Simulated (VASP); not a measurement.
# AgO2 (C2/m) in VASP: further runs

AgO2 is run at these levels: PBEsol; tasks: relaxation of cell and atoms, single point.

Program: VASP 6.6.1. These are calculated values, not measurements. Logs are shortened: lines on timing, memory, paths and dates and some standing lists are left out, and cuts for length are marked.

## (1) The cell of the first run

The typed cell holds 3 atoms: a = 3.231 Å, b = 3.231 Å, c = 3.781 Å, α = 90.04°, β = 90.04°, γ = 59.98°.

## (2) Relaxation of cell and atoms, PBEsol

Input file INCAR:

```
PREC = Accurate ; ENCUT = 600
EDIFF = 1E-6 ; ISMEAR = 0
SIGMA = 0.1 ; LREAL = False
LASPH = True ; NELM = 80
ALGO = Normal ; ISIF = 3
LWAVE = False ; LCHARG = False
GGA = PS ; IBRION = 2
NSW = 80 ; EDIFFG = -0.01
```

Input file KPOINTS:

```
regular mesh
0
Gamma
  16 16 12
```

Input file POSCAR:

```
AgO2
1.0
    2.7981375492     -1.6148792700     -0.0001152961
    2.7981375492      1.6148792700     -0.0001152961
   -0.0028433179      0.0000000000      3.7808876577
O Ag
2 1
Direct
    0.6664796986      0.6664796986      0.7519326246
    0.3335203014      0.3335203014      0.2480673754
    0.0000000000      0.0000000000      0.0000000000
```

Potentials or basis: VASP PAW PBE potentials, release 64 (O, Ag).

Run with:

```console
> cat potpaw_PBE.64/O/POTCAR potpaw_PBE.64/Ag/POTCAR > POTCAR
> mpirun -np 1 vasp_std > vasp.out
```

OUTCAR:

```text
PREC = Accurate
   ENCUT = 600
   EDIFF = 1E-6
   ISMEAR = 0
   LREAL = False
   LASPH = True
   NELM = 80
   ISIF = 3
   GGA = PS
   IBRION = 2
   NSW = 80
   EDIFFG = -0.01

 ion  position               nearest neighbor table
   1  0.666  0.666  0.752-   3 2.09   3 2.09   3 2.09
   2  0.334  0.334  0.248-   3 2.09   3 2.09   3 2.09
   3  0.000  0.000  0.000-   1 2.09   1 2.09   2 2.09   2 2.09   1 2.09   2 2.09

  LATTYP: Found a base centered monoclinic cell.
 ALAT       =     5.5962751032
 B/A-ratio  =     0.5771264780
 C/A-ratio  =     0.6756080888
 COS(beta)  =    -0.0007932283

  Lattice vectors:

 A1 = (   2.7981375492,  -1.6148792700,  -0.0001152961)
 A2 = (   2.7981375492,   1.6148792700,  -0.0001152961)
 A3 = (  -0.0028433179,   0.0000000000,   3.7808876577)

Analysis of symmetry for initial positions (statically):
=====================================================================
 Subroutine PRICEL returns:
 Original cell was already a primitive cell.

 Routine SETGRP: Setting up the symmetry group for a
 base centered monoclinic supercell.

 Subroutine GETGRP returns: Found  4 space group operations
 (whereof  4 operations were pure point group operations)
 out of a pool of  4 trial point group operations.

The static configuration has the point symmetry C_2h.

Analysis of symmetry for dynamics (positions and initial velocities):
=====================================================================
 Subroutine PRICEL returns:
 Original cell was already a primitive cell.

 Routine SETGRP: Setting up the symmetry group for a
 base centered monoclinic supercell.

 Subroutine GETGRP returns: Found  4 space group operations
 (whereof  4 operations were pure point group operations)
 out of a pool of  4 trial point group operations.

The dynamic configuration has the point symmetry C_2h.

 Subroutine INISYM returns: Found  4 space group operations
 (whereof  4 operations are pure point group operations),
 and found     1 'primitive' translations

----------------------------------------------------------------------------------------

                                     Primitive cell

  volume of cell :      34.1690

  direct lattice vectors                    reciprocal lattice vectors
     2.798137549 -1.614879270 -0.000115296     0.178690292 -0.309620669  0.000134379
[... 104 lines left out ...]
   EFERMI_NEDOS =   21; number of points for ismear=-14 and -15
   IALGO  =     38    algorithm
   IMIX   =      4    mixing-type and parameters
     AMIX     =   0.40;   BMIX     =  1.00
     AMIX_MAG =   1.60;   BMIX_MAG =  1.00
  volume/ion in A,a.u.               =      11.39        76.86
  Fermi-wavevector in a.u.,A,eV,Ry     =   1.434740  2.711265 28.007298  2.058478
  Thomas-Fermi vector in A             =   2.554115
   LORBIT       =      0    0 simple, 1 ext, 2 COOP (PROOUT), +10 PAW based schemes
   GGA     = PS    functional components
   LHFCALC =     F    Hartree Fock is set to
   AEXX    =    0.0000 exact exchange contribution
   IVDW    =     0    specifies the selected vdW correction
   LEPSILON=     F    determine dielectric tensor
   LRPA    =     F    only Hartree local field effects (RPA)
 conjugate gradient relaxation of ions
 non-spin polarized calculation
 Gauss-broadening in eV      SIGMA  =   0.10
  energy-cutoff  :      600.00
  volume of cell :       34.17
 maximum number of plane-waves:      1161
 NGX is ok and might be reduce to    28
   NGX = 13   NGY = 13   NGZ = 15

--------------------------------------- Ionic step        1  -------------------------------------------

 number of electron      22.9999997 magnetization

 Free energy of the ion-electron system (eV)
  ---------------------------------------------------
  ext. energy  EPLUGINS =         0.00000000
  ---------------------------------------------------
  free energy    TOTEN  =       -12.83454186 eV

  energy without entropy =      -12.82297020  energy(sigma->0) =      -12.82875603

------------------------ aborting loop because EDIFF is reached ----------------------------------------

  FORCE on cell =-STRESS in cart. coord.  units (eV):
  Direction    XX          YY          ZZ          XY          YZ          ZX
  --------------------------------------------------------------------------------------
  -------------------------------------------------------------------------------------
  Total       -0.1622563     -0.1567602     -0.2856973      0.0000000      0.0000000     -0.0024573
  in kB       -7.6081534     -7.3504450    -13.3962673      0.0000000      0.0000000     -0.1152225
  external PRESSURE =      -9.4516219 kB  Pullay stress =       0.0000000 kB
[... 283 lines left out ...]
--------------------------------------- Ionic step        9  -------------------------------------------

 number of electron      22.9999997 magnetization

 Free energy of the ion-electron system (eV)
  ---------------------------------------------------
  ext. energy  EPLUGINS =         0.00000000
  ---------------------------------------------------
  free energy    TOTEN  =       -12.83682491 eV

  energy without entropy =      -12.82567117  energy(sigma->0) =      -12.83124804

 E-fermi :   4.7845     XC(G=0): -11.8759

 val. band max:        4.7842026807   @ k =   0.3125   0.2500   0.0833
 cond. band min:       4.7854544220   @ k =  -0.1875  -0.2500   0.4167
 fundamental gap:      0.0012517414
 Fermi energy:         4.7845139234

 k-point     1 :       0.0000    0.0000    0.0000
  band No.  band energies     occupation
      1     -14.3695      2.00000
      2     -11.9131      2.00000
      3      -2.5863      2.00000
      4      -2.5847      2.00000
      5      -2.0123      2.00000
      6       0.2835      2.00000
      7       0.2840      2.00000
      8       2.8430      2.00000
      9       2.8487      2.00000
     10       3.0661      2.00000
     11       4.2055      2.00000
     12       5.5033      0.00000
     13       5.5085      0.00000
     14       9.4202      0.00000
[... 401 lines left out ...]
      2     -12.0040      2.00000
      3      -2.4742      2.00000
      4      -2.3823      2.00000
      5      -1.8684      2.00000
      6       0.1466      2.00000
      7       0.1819      2.00000
      8       2.3730      2.00000
      9       2.7966      2.00000
     10       3.0876      2.00000
     11       4.0598      2.00000
     12       5.4626      0.00000
     13       5.4788      0.00000
     14       9.9300      0.00000
     15      14.1919      0.00000

 [... further k-points ...]
[... 5 lines left out ...]
  --------------------------------------------------------------------------------------
  -------------------------------------------------------------------------------------
  Total        0.0079056      0.0062175      0.0048871      0.0000000      0.0000000     -0.0039981
  in kB        0.3770754      0.2965599      0.2331044      0.0000000      0.0000000     -0.1906998
  external PRESSURE =       0.3022466 kB  Pullay stress =       0.0000000 kB
[... 18 lines left out ...]
  FREE ENERGIE OF THE ION-ELECTRON SYSTEM (eV)
  ---------------------------------------------------
  free  energy   TOTEN  =       -12.8368249130 eV

  energy  without entropy=      -12.8256711694  energy(sigma->0) =      -12.83124804

 reached required accuracy - stopping structural energy minimisation
```

OSZICAR:

```text
N       E                     dE             d eps       ncg     rms          rms(c)
DAV:   1     0.157446990606E+03    0.15745E+03   -0.13759E+04 24924   0.164E+03
DAV:   2    -0.113622512113E+02   -0.16881E+03   -0.16522E+03 30130   0.350E+02
[... 72 lines left out ...]
   8 F= -.12836773E+02 E0= -.12831127E+02  d E =-.107930E-03
       N       E                     dE             d eps       ncg     rms          rms(c)
DAV:   1    -0.128374421914E+02   -0.66918E-03   -0.14025E-01 24780   0.357E+00    0.220E-01
DAV:   2    -0.128368957486E+02    0.54644E-03   -0.40955E-03 28252   0.753E-01    0.848E-02
DAV:   3    -0.128368392579E+02    0.56491E-04   -0.34530E-04 28245   0.208E-01    0.300E-02
DAV:   4    -0.128368246779E+02    0.14580E-04   -0.83632E-05 25228   0.152E-01    0.291E-02
DAV:   5    -0.128368249130E+02   -0.23505E-06   -0.75595E-06 29764   0.322E-02
   9 F= -.12836825E+02 E0= -.12831248E+02  d E =-.159539E-03
```

CONTCAR:

```text
AgO2
   1.00000000000000
     2.8003447060680071   -1.6166777969516919    0.0005315530323162
     2.8003447060680071    1.6166777969516919    0.0005315530323162
    -0.0020040151440186    0.0000000000000000    3.7098016205642019
  O               Ag
     2     1
Direct
     0.6664966274297061    0.6664966274297061    0.7495775775436040
     0.3335033725702941    0.3335033725702941    0.2504224224563961
     0.0000000000000000    0.0000000000000000    0.0000000000000000

  0.00000000E+00  0.00000000E+00  0.00000000E+00
  0.00000000E+00  0.00000000E+00  0.00000000E+00
  0.00000000E+00  0.00000000E+00  0.00000000E+00
```

Run time: 51 min. Hardware: 1 thread of Intel Xeon 8259CL, shared host; peak memory 0.63 GiB.

What came out:

```yaml
Free_energy: -12.8368 eV
Relaxed_volume: 11.20 Å³/atom
Relaxed_cell: a = 3.234 Å, b = 3.234 Å, c = 3.710 Å, α = 90.02°, β = 90.02°, γ = 60.00°
Space_group_after_relaxing_to_0.1_Å: P-3m1 (No. 164)
Energy_gained_by_relaxing: 0.8 meV/atom
Ionic_steps: 9
Pressure_after_relaxing: 0.0 GPa
Largest_force_after_relaxing: 0.005 eV/Å
Band_gap_on_the_k_mesh: zero (an odd number of electrons rules out a gap without spin polarisation)
```

Forces on the atoms (eV/Å):
```
O    0.004  0.000 -0.003
O   -0.004  0.000  0.003
Ag   0.000  0.000  0.000
```

Step by step:
| step | energy change (eV) | largest force (eV/Å) | pressure (GPa) | volume (Å³) |
| --- | --- | --- | --- | --- |
| 1 | 0.0000 | 0.0296 | -0.95 | 34.17 |
| 2 | -0.0005 | 0.0586 | 0.72 | 33.84 |
| 3 | -0.0007 | 0.0282 | 0.10 | 33.95 |
| 4 | -0.0013 | 0.0277 | 0.12 | 33.90 |
| 5 | -0.0018 | 0.0285 | 0.05 | 33.82 |
| 6 | -0.0021 | 0.0289 | -0.02 | 33.67 |
| 7 | -0.0021 | 0.0280 | -0.06 | 33.70 |
| 8 | -0.0022 | 0.0177 | -0.02 | 33.65 |
| 9 | -0.0023 | 0.0053 | 0.03 | 33.59 |

Final structure:
```
O Ag
1.0
     2.80034   -1.61668    0.00053
     2.80034    1.61668    0.00053
    -0.00200    0.00000    3.70980
O Ag
2 1
Direct
  0.66650 0.66650 0.74958
  0.33350 0.33350 0.25042
  0.00000 0.00000 0.00000
```

Caveat: the PAW data sets were made with another functional, which shifts forces and pressure a little; an odd number of electrons without spin polarisation forces a metal; a magnetic or distorted state may lie lower.

[end of part 1 of 2]
